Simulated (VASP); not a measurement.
# Zn (Fm-3m) in VASP: further runs

The runs below take Zn through single point, with PBE.

All numbers are computed with VASP 6.6.1; they aren't measurements. Logs are shortened: lines on timing, memory, paths and dates and some standing lists are left out, and cuts for length are marked.

### Step 1. The cell of the first run

Symmetry: Fm-3m, No. 225, cubic system. The conventional cell has a = 3.928 Å, b = 3.928 Å, c = 3.928 Å, α = 90.00°, β = 90.00°, γ = 90.00°. Zn (site symmetry m-3m) has 12 Zn at 2.78 Å within 3.7 Å.

### Step 2. Single point, PBE

File INCAR:

```
SYSTEM = Zn
ALGO = Normal
EDIFF = 1E-6
ENCUT = 520
GGA = PE
ISIF = 2
ISMEAR = -1
LASPH = .True.
LCHARG = .True.
LELF = .True.
LREAL = .False.
LVHAR = .True.
LWAVE = .False.
NBANDS = 12
NELM = 60
PREC = Accurate
SIGMA = 0.06122561905347299
```

File KPOINTS:

```
k-points
0
Gamma
  16 16 16
  0 0 0
```

File POSCAR:

```
Zn
1.0
    0.0000000000      1.9640518452      1.9640518452
    1.9640518452      0.0000000000      1.9640518452
    1.9640518452      1.9640518452      0.0000000000
Zn
1
Direct
    0.0000000000      0.0000000000      0.0000000000
```

Potentials or basis: VASP PAW PBE potentials, release 64 (Zn).

The run is started by

```sh
$ cat potpaw_PBE.64/Zn/POTCAR > POTCAR
$ mpirun -np 1 vasp_std > vasp.out
```

OUTCAR:

```text
SYSTEM = Zn
   EDIFF = 1E-6
   ENCUT = 520
   GGA = PE
   ISIF = 2
   ISMEAR = -1
   LASPH = .True.
   LREAL = .False.
   NELM = 60
   PREC = Accurate

 ion  position               nearest neighbor table
   1  0.000  0.000  0.000-

  LATTYP: Found a face centered cubic cell.
 ALAT       =     3.9281036904

  Lattice vectors:

 A1 = (   0.0000000000,   1.9640518452,   1.9640518452)
 A2 = (   1.9640518452,   0.0000000000,   1.9640518452)
 A3 = (   1.9640518452,   1.9640518452,   0.0000000000)

Analysis of symmetry for initial positions (statically):
=====================================================================
 Subroutine PRICEL returns:
 Original cell was already a primitive cell.

 Routine SETGRP: Setting up the symmetry group for a
 face centered cubic supercell.

 Subroutine GETGRP returns: Found 48 space group operations
 (whereof 48 operations were pure point group operations)
 out of a pool of 48 trial point group operations.

The static configuration has the point symmetry O_h .

Analysis of symmetry for dynamics (positions and initial velocities):
=====================================================================
 Subroutine PRICEL returns:
 Original cell was already a primitive cell.

 Routine SETGRP: Setting up the symmetry group for a
 face centered cubic supercell.

 Subroutine GETGRP returns: Found 48 space group operations
 (whereof 48 operations were pure point group operations)
 out of a pool of 48 trial point group operations.

The dynamic configuration has the point symmetry O_h .

 Subroutine INISYM returns: Found 48 space group operations
 (whereof 48 operations are pure point group operations),
 and found     1 'primitive' translations

----------------------------------------------------------------------------------------

                                     Primitive cell

  volume of cell :      15.1527

  direct lattice vectors                    reciprocal lattice vectors
     0.000000000  1.964051845  1.964051845    -0.254575764  0.254575764  0.254575764
     1.964051845  0.000000000  1.964051845     0.254575764 -0.254575764  0.254575764
     1.964051845  1.964051845  0.000000000     0.254575764  0.254575764 -0.254575764

  length of vectors
     2.777588757  2.777588757  2.777588757     0.440938158  0.440938158  0.440938158

  position of ions in fractional coordinates (direct lattice)
     0.000000000  0.000000000  0.000000000

  ion indices of the primitive-cell ions
   primitive index   ion index
                 1           1

[... 79 lines left out ...]
   POTIM  = 0.5000    time-step for ionic-motion
   TEBEG  =    0.0;   TEEND  =   0.0 temperature during run
   PSTRESS=    0.0 pullay stress
   NELECT =      12.0000    total number of electrons
   NUPDOWN=      -1.0000    fix difference up-down
   EMIN   =  10.00;   EMAX   =-10.00  energy-range for DOS
   EFERMI =   0.00;   METHOD = LEGACY
   ISMEAR =    -1;   SIGMA  =   0.06  broadening in eV -4-tet -1-fermi 0-gaus
   EFERMI_NEDOS =   21; number of points for ismear=-14 and -15
   IALGO  =     38    algorithm
   IMIX   =      4    mixing-type and parameters
     AMIX     =   0.40;   BMIX     =  1.00
     AMIX_MAG =   1.60;   BMIX_MAG =  1.00
  volume/ion in A,a.u.               =      15.15       102.26
  Fermi-wavevector in a.u.,A,eV,Ry     =   1.514627  2.862230 31.213048  2.294094
  Thomas-Fermi vector in A             =   2.624259
   LORBIT       =      0    0 simple, 1 ext, 2 COOP (PROOUT), +10 PAW based schemes
   GGA     = PE    functional components
   LHFCALC =     F    Hartree Fock is set to
   AEXX    =    0.0000 exact exchange contribution
   IVDW    =     0    specifies the selected vdW correction
   LEPSILON=     F    determine dielectric tensor
   LRPA    =     F    only Hartree local field effects (RPA)
 non-spin polarized calculation
  energy-cutoff  :      520.00
  volume of cell :       15.15
 maximum number of plane-waves:       419
 NGX is ok and might be reduce to    24
   NGX = 11   NGY = 11   NGZ = 11

 number of electron      12.0000008 magnetization

 Free energy of the ion-electron system (eV)
  ---------------------------------------------------
  ext. energy  EPLUGINS =         0.00000000
  ---------------------------------------------------
  free energy    TOTEN  =        -1.08243240 eV

  energy without entropy =       -1.07712101  energy(sigma->0) =       -1.07977671

 E-fermi :   3.1037     XC(G=0): -11.5833

 val. band max:        3.0352124044   @ k =  -0.3750   0.2500   0.0625
 cond. band min:       3.1154710182   @ k =  -0.3750   0.1875   0.0625
 fundamental gap:      0.0802586137
 Fermi energy:         3.1037477994

 k-point     1 :       0.0000    0.0000    0.0000
  band No.  band energies     occupation
      1      -7.2720      2.00000
      2      -4.5341      2.00000
      3      -4.5341      2.00000
      4      -4.5341      2.00000
      5      -4.1537      2.00000
      6      -4.1537      2.00000
      7      21.3768      0.00000
      8      21.3768      0.00000
      9      21.3768      0.00000
     10      21.9915      0.00000
     11      24.1519      0.00000
     12      24.1519      0.00000
[... 331 lines left out ...]
 k-point    24 :      -0.0625    0.0625    0.0000
  band No.  band energies     occupation
      1      -6.9593      2.00000
      2      -4.5648      2.00000
      3      -4.5020      2.00000
      4      -4.4909      2.00000
      5      -4.1798      2.00000
      6      -4.1447      2.00000
      7      18.2749      0.00000
      8      18.4646      0.00000
      9      21.6891      0.00000
     10      22.1092      0.00000
     11      24.3807      0.00000
     12      25.7458      0.00000

 [... further k-points ...]

------------------------ aborting loop because EDIFF is reached ----------------------------------------

  FORCE on cell =-STRESS in cart. coord.  units (eV):
  Direction    XX          YY          ZZ          XY          YZ          ZX
  --------------------------------------------------------------------------------------
  -------------------------------------------------------------------------------------
  Total        0.0315776      0.0315776      0.0315776      0.0000000      0.0000000      0.0000000
  in kB        3.3388816      3.3388816      3.3388816      0.0000000      0.0000000      0.0000000
  external PRESSURE =       3.3388816 kB  Pullay stress =       0.0000000 kB

 VOLUME and BASIS-vectors are now :
 -----------------------------------------------------------------------------
  energy-cutoff  :      520.00
  volume of cell :       15.15
      direct lattice vectors                 reciprocal lattice vectors
     0.000000000  1.964051845  1.964051845    -0.254575764  0.254575764  0.254575764
     1.964051845  0.000000000  1.964051845     0.254575764 -0.254575764  0.254575764
     1.964051845  1.964051845  0.000000000     0.254575764  0.254575764 -0.254575764

 POSITION                                       TOTAL-FORCE (eV/Angst)
 -----------------------------------------------------------------------------------
      0.00000      0.00000      0.00000         0.000000      0.000000     -0.000000
 -----------------------------------------------------------------------------------
    total drift:                               -0.000000      0.000000      0.000000

  FREE ENERGIE OF THE ION-ELECTRON SYSTEM (eV)
  ---------------------------------------------------
  free  energy   TOTEN  =        -1.0824324005 eV

  energy  without entropy=       -1.0771210133  energy(sigma->0) =       -1.07977671
```

It took 7.3 s on 1 thread of Intel Xeon 6975P-C (Granite Rapids), shared host; peak memory 0.15 GiB.

Results:

| Property | Result |
| --- | --- |
| Free energy | -1.0824 eV |
| Pressure | 0.3 GPa |
| Band gap on the k mesh | zero (band 6 reaches 5.34 eV, above the bottom of band 7 at 1.71 eV) |

Levels at points of the mesh, in eV from the Fermi level:
| k point | band 2 | band 3 | band 4 | band 5 | band 6 | band 7 | band 8 | band 9 | band 10 | band 11 |
| --- | --- | --- | --- | --- | --- | --- | --- | --- | --- | --- |
| (0.00, 0.00, 0.00) | -7.64 | -7.64 | -7.64 | -7.26 | -7.26 | 18.27 | 18.27 | 18.27 | 18.89 | 21.05 |
| (0.50, 0.00, 0.00) | -7.64 | -7.64 | -6.97 | -6.97 | -2.92 | -1.39 | 15.25 | 15.25 | 17.43 | 18.95 |
| (0.50, 0.50, 0.00) | -8.25 | -6.99 | -6.90 | -6.90 | -1.01 | 1.72 | 8.42 | 8.42 | 12.07 | 13.24 |

### Step 3. Single point, PBE

This run uses another cell than the first one, of 15.46 Å³/atom, 1.020 times its volume.

File INCAR:

```
SYSTEM = Zn
PREC = Accurate
ENCUT = 520
EDIFF = 1E-7
ISMEAR = -1
SIGMA = 0.06122561905347299
LREAL = .FALSE.
LASPH = .TRUE.
NELM = 100
ALGO = Normal
ISIF = 2
LWAVE = .FALSE.
LCHARG = .TRUE.
GGA = PE
LELF = .TRUE.
LVHAR = .TRUE.
NBANDS = 12
```

File KPOINTS:

```
Automatic mesh
0
G
  16 16 16
  0 0 0
```

File POSCAR:

```
Zn
1.0
    0.0000000000      1.9770591902      1.9770591902
    1.9770591902      0.0000000000      1.9770591902
    1.9770591902      1.9770591902      0.0000000000
Zn
1
Direct
    0.0000000000      0.0000000000      0.0000000000
```

Potentials or basis: VASP PAW PBE potentials, release 64 (Zn).

The run is started by

```sh
$ cat potpaw_PBE.64/Zn/POTCAR > POTCAR
$ mpirun -np 1 vasp_std > vasp.out
```

Wall time 8.6 s (1 thread of Intel Xeon 6975P-C (Granite Rapids), shared host); peak memory 0.15 GiB.

The run converged. Its results:

* Free energy: -1.0816 eV
* Pressure: -1.0 GPa
* Band gap on the k mesh: zero (band 6 reaches 5.19 eV, above the bottom of band 7 at 1.54 eV)

Levels at points of the mesh, in eV from the Fermi level:
```
           k point  band 3  band 4  band 5  band 6  band 7  band 8  band 9  band 10
(0.00, 0.00, 0.00)   -7.58   -7.58   -7.22   -7.22   18.00   18.00   18.00    18.74
(0.50, 0.00, 0.00)   -7.59   -6.94   -6.94   -2.83   -1.42   15.02   15.02    17.30
(0.50, 0.50, 0.00)   -6.96   -6.87   -6.87   -0.96    1.65    8.33    8.33    11.95
```
